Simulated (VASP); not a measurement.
# ZnS in VASP: a series of runs, part 2 of 2

VASP 6.6.1. The steps go on from the part before.

## (4) Dielectric tensor, r2SCAN (epitaxial 111 strain +2.0%)

Input file INCAR:

```
SYSTEM = ZnS
ALGO = Normal
EDIFF = 1E-8
ENCUT = 520
ISIF = 2
ISMEAR = 0
LASPH = .TRUE.
LCALCEPS = .TRUE.
LCHARG = .FALSE.
LMIXTAU = .TRUE.
LREAL = .FALSE.
LWAVE = .FALSE.
METAGGA = R2SCAN
NELM = 100
PREC = Accurate
SIGMA = 0.01
```

Input file KPOINTS:

```
k-points
0
G
  6 6 6
  0 0 0
```

Input file POSCAR:

```
ZnS
1.0
   -0.0565262558      2.6914412923      2.6914412923
    2.6914412923     -0.0565262558      2.6914412923
    2.6914412923      2.6914412923     -0.0565262558
Zn S
1 1
Direct
   -0.0017637386     -0.0017637386     -0.0017637386
    0.2517637386      0.2517637386      0.2517637386
```

Potentials or basis: VASP PAW PBE potentials, release 64 (Zn, S).

On the command line:

```bash
> cat potpaw_PBE.64/Zn/POTCAR potpaw_PBE.64/S/POTCAR > POTCAR
> mpirun -np 1 vasp_std > vasp.out
```

OUTCAR:

```text
SYSTEM = ZnS
   EDIFF = 1E-8
   ENCUT = 520
   ISIF = 2
   ISMEAR = 0
   LASPH = .TRUE.
   LREAL = .FALSE.
   METAGGA = R2SCAN
   NELM = 100
   PREC = Accurate

 ion  position               nearest neighbor table
   1  0.998  0.998  0.998-   2 2.34   2 2.36   2 2.36   2 2.36
   2  0.252  0.252  0.252-   1 2.34   1 2.36   1 2.36   1 2.36

  LATTYP: Found a trigonal (rhomboedric) cell.
 ALAT       =     3.8066924853
 COS(alpha) =     0.4788921568

  Lattice vectors:

 A1 = (  -0.0565262558,   2.6914412923,   2.6914412923)
 A2 = (   2.6914412923,  -0.0565262558,   2.6914412923)
 A3 = (   2.6914412923,   2.6914412923,  -0.0565262558)

Analysis of symmetry for initial positions (statically):
=====================================================================
 Subroutine PRICEL returns:
 Original cell was already a primitive cell.

 Routine SETGRP: Setting up the symmetry group for a
 trigonal (rhombohedral) supercell.

 Subroutine GETGRP returns: Found  6 space group operations
 (whereof  6 operations were pure point group operations)
 out of a pool of 12 trial point group operations.

The static configuration has the point symmetry C_3v.

Analysis of symmetry for dynamics (positions and initial velocities):
=====================================================================
 Subroutine PRICEL returns:
 Original cell was already a primitive cell.

 Routine SETGRP: Setting up the symmetry group for a
 trigonal (rhombohedral) supercell.

 Subroutine GETGRP returns: Found  6 space group operations
 (whereof  6 operations were pure point group operations)
 out of a pool of 12 trial point group operations.

The dynamic configuration has the point symmetry C_3v.
[... 530 lines left out ...]
      6      -3.9178      2.00000
      7      -2.8818      2.00000
      8      -1.0046      2.00000
      9      -0.8673      2.00000
     10   10000.0000      0.00000
     11   10000.0000      0.00000
     12   10000.0000      0.00000
     13   10000.0000      0.00000

 [... further k-points ...]

------------------------ aborting loop because EDIFF is reached ----------------------------------------

            Ionic dipole moment: p[ion]=(     7.93317     7.93317     7.93317 ) |e| Angst

 Total electronic dipole moment: p[elc]=(     0.05821     0.05821     0.06799 ) |e| Angst

 MACROSCOPIC STATIC DIELECTRIC TENSOR (including local field effects)
 ------------------------------------------------------
           5.350473    -0.049345    -0.049345
          -0.049345     5.350473    -0.049345
          -0.049345    -0.049345     5.350473
 ------------------------------------------------------

 PIEZOELECTRIC TENSOR (including local field effects) (e Angst)
          XX          YY          ZZ          XY          YZ          ZX
  --------------------------------------------------------------------------------
  x    -0.08716     0.05200     0.05200    -0.00206    -1.69545    -0.00208
  y     0.05200    -0.08716     0.05200    -0.00208    -0.00206    -1.69545
  z     0.05200     0.05200    -0.08716    -1.69545    -0.00208    -0.00206

 PIEZOELECTRIC TENSOR (including local field effects) (C/m^2)
          XX          YY          ZZ          XY          YZ          ZX
  --------------------------------------------------------------------------------
  x    -0.03472     0.02071     0.02071    -0.00082    -0.67537    -0.00083
  y     0.02071    -0.03472     0.02071    -0.00083    -0.00082    -0.67537
  z     0.02071     0.02071    -0.03472    -0.67537    -0.00083    -0.00082

 BORN EFFECTIVE CHARGES (including local field effects) (in |e|, cummulative output)
 ---------------------------------------------------------------------------------
 ion    1
    1     2.02889    -0.02639    -0.02639
    2    -0.02639     2.02889    -0.02639
    3    -0.02639    -0.02639     2.02889
 ion    2
    1    -2.02889     0.02639     0.02639
    2     0.02639    -2.02889     0.02639
    3     0.02639     0.02639    -2.02889

  FORCE on cell =-STRESS in cart. coord.  units (eV):
  Direction    XX          YY          ZZ          XY          YZ          ZX
  --------------------------------------------------------------------------------------
  -------------------------------------------------------------------------------------
  Total       -0.5059084     -0.5059084     -0.5059084      0.2512336      0.2512336      0.2512336
  in kB      -20.1525039    -20.1525039    -20.1525039     10.0077143     10.0077143     10.0077143
  external PRESSURE =     -20.1525039 kB  Pullay stress =       0.0000000 kB

 VOLUME and BASIS-vectors are now :
 -----------------------------------------------------------------------------
  energy-cutoff  :      520.00
  volume of cell :       40.22
      direct lattice vectors                 reciprocal lattice vectors
    -0.056526256  2.691441292  2.691441292    -0.180021675  0.183883641  0.183883641
     2.691441292 -0.056526256  2.691441292     0.183883641 -0.180021675  0.183883641
     2.691441292  2.691441292 -0.056526256     0.183883641  0.183883641 -0.180021675

 POSITION                                       TOTAL-FORCE (eV/Angst)
 -----------------------------------------------------------------------------------
      5.31696      5.31696      5.31696        -0.003318     -0.003318     -0.003318
      1.34098      1.34098      1.34098         0.003318      0.003318      0.003318
 -----------------------------------------------------------------------------------
    total drift:                               -0.006108     -0.006108     -0.006107

  FREE ENERGIE OF THE ION-ELECTRON SYSTEM (eV)
  ---------------------------------------------------
  free  energy   TOTEN  =       -18.8496679078 eV

  energy  without entropy=      -18.8496679078  energy(sigma->0) =      -18.84966791
```

OSZICAR:

```text
N       E                     dE             d eps       ncg     rms          rms(c)
DAV:   1     0.769483952716E+02    0.76948E+02   -0.92852E+03   832   0.165E+03
DAV:   2    -0.155073073903E+02   -0.92456E+02   -0.88010E+02   907   0.293E+02
[... 13 lines left out ...]
DMP:   9    -0.188496677713E+02   -0.14581E-06   -0.10392E-06   884   0.212E-06   0.927E-07
DMP:  10    -0.188496678359E+02   -0.64590E-07   -0.52819E-07   884   0.119E-06   0.247E-07
DMP:  11    -0.188496678665E+02   -0.30660E-07   -0.32778E-07   884   0.701E-07   0.229E-07
DMP:  12    -0.188496678855E+02   -0.18988E-07   -0.19638E-07   884   0.373E-07   0.227E-07
DMP:  13    -0.188496678993E+02   -0.13775E-07   -0.10535E-07   884   0.187E-07   0.147E-07
DMP:  14    -0.188496679078E+02   -0.84922E-08   -0.54832E-08   884   0.969E-08   0.773E-08
   1 F= -.18849668E+02 E0= -.18849668E+02  d E =-.616842E-34
```

stdout:

```text
POSCAR found type information on POSCAR ZnS
 POSCAR found :  2 types and       2 ions
 scaLAPACK will be used
 -----------------------------------------------------------------------------
|                                                                             |
|                                                                             |
[... 105 lines left out ...]
dp_tot=( -0.111E-03 -0.111E-03  0.970E-02 )  diag[e(oo)]=(    ---      ---    5.36407 )
 p_tot=(  0.799E+01  0.799E+01  0.800E+01 )
dp_tot=( -0.110E-03 -0.110E-03  0.968E-02 )  diag[e(oo)]=(    ---      ---    5.35494 )
 final diagonalization full
 p_tot=(  0.799E+01  0.799E+01  0.800E+01 )
dp_tot=( -0.110E-03 -0.110E-03  0.967E-02 )  diag[e(oo)]=(    ---      ---    5.35048 )
```

Wall time 31 min (1 thread of Intel Xeon Platinum 8259CL at 2.50GHz (Skylake/Cascade Lake), shared host); peak memory 0.29 GiB.

What came out:

- Band gap on the k mesh: 2.47 eV
- Electronic dielectric tensor (diagonal): 5.35
- Born charges (mean of the diagonal): Zn +2.03; S -2.03 e

Levels at points of the mesh, in eV from the valence-band top:
```csv
k point,band 6,band 7,band 8,band 9,band 10,band 11,band 12,band 13
"(0.00, 0.00, 0.00)",-6.01,-0.15,-0.15,0.00,2.47,6.68,6.68,7.12
"(0.50, 0.00, 0.00)",-5.82,-5.38,-0.98,-0.86,3.75,7.31,7.43,9.21
"(0.50, 0.50, 0.00)",-5.80,-4.63,-2.41,-2.19,3.62,4.43,11.43,12.56
"(0.50, 0.50, 0.50)",-5.79,-5.30,-1.06,-1.06,3.43,7.12,7.12,9.27
```

Electronic dielectric tensor:
```
 5.35 -0.05 -0.05
-0.05  5.35 -0.05
-0.05 -0.05  5.35
```

Born effective charge tensors (e):
atom 1, Zn
```
 2.03 -0.03 -0.03
-0.03  2.03 -0.03
-0.03 -0.03  2.03
```
atom 2, S
```
-2.03  0.03  0.03
 0.03 -2.03  0.03
 0.03  0.03 -2.03
```

Dipole moments of the cell (e·Å, modulo the quantum): ionic 7.933, 7.933, 7.933; electronic 0.058, 0.058, 0.068

Caveat: the cell differs from its parent crystal (epitaxial 111 strain +2.0%); the PAW data sets were made with another functional, which shifts forces and pressure a little.

## (5) Overview

```tsv
cell	gap on the mesh (eV)
a = 3.810 Å, angles 60.0°, 2 atoms, atomic positions A	2.72
a = 3.823 Å, angles 57.8°, 2 atoms, atomic positions B	2.73
a = 3.807 Å, angles 61.4°, 2 atoms, atomic positions C	2.47
```

Alike in all rows: task dielectric tensor; level r2SCAN; potentials or basis VASP PAW PBE potentials, release 64 (Zn, S); no spin polarisation; k mesh 6 × 6 × 6; cutoff (eV) 520; smearing gaussian 0.01 eV.

Caveats: the PAW data sets were made with another functional, which shifts forces and pressure a little.

Total energies depend on the potentials used, so only differences within one code and one set of settings carry meaning.
